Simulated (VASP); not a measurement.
As, 1 atom in the cell. Symmetry: Pm-3m, No. 221, cubic system. The conventional cell has a = 2.529 Å, b = 2.529 Å, c = 2.529 Å, α = 90.00°, β = 90.00°, γ = 90.00°. Within 3.3 Å of As (site symmetry m-3m) lie 6 As at 2.53 Å. 

- Program: VASP 6.6.1
- Task: single point
- Functional: PBE
- Potentials or basis: VASP PAW PBE potentials, release 64 (As)
- Cutoff: 520 eV
- k mesh: 15 × 15 × 15
- Occupations: fermi-dirac, width 0.1 eV
- Spin: no spin polarisation
- Dipole correction: no
- Further INCAR settings: ALGO = Normal; EDIFF = 1e-06; NBANDS = 8

Potentials or basis: VASP PAW PBE potentials, release 64 (As).

Launch:

```bash
$ cat potpaw_PBE.64/As/POTCAR > POTCAR
$ mpirun -np 1 vasp_std > vasp.out
```

Hardware: 1 thread of Intel Xeon 8259CL, on a shared host.

**Question.** How long does it take, and how much memory?

**Answer.** Run time: 10 s on 1 thread of Intel Xeon 8259CL, with other jobs on the host, peak memory 0.13 GiB. Counts: scf iterations 10, k points 120.
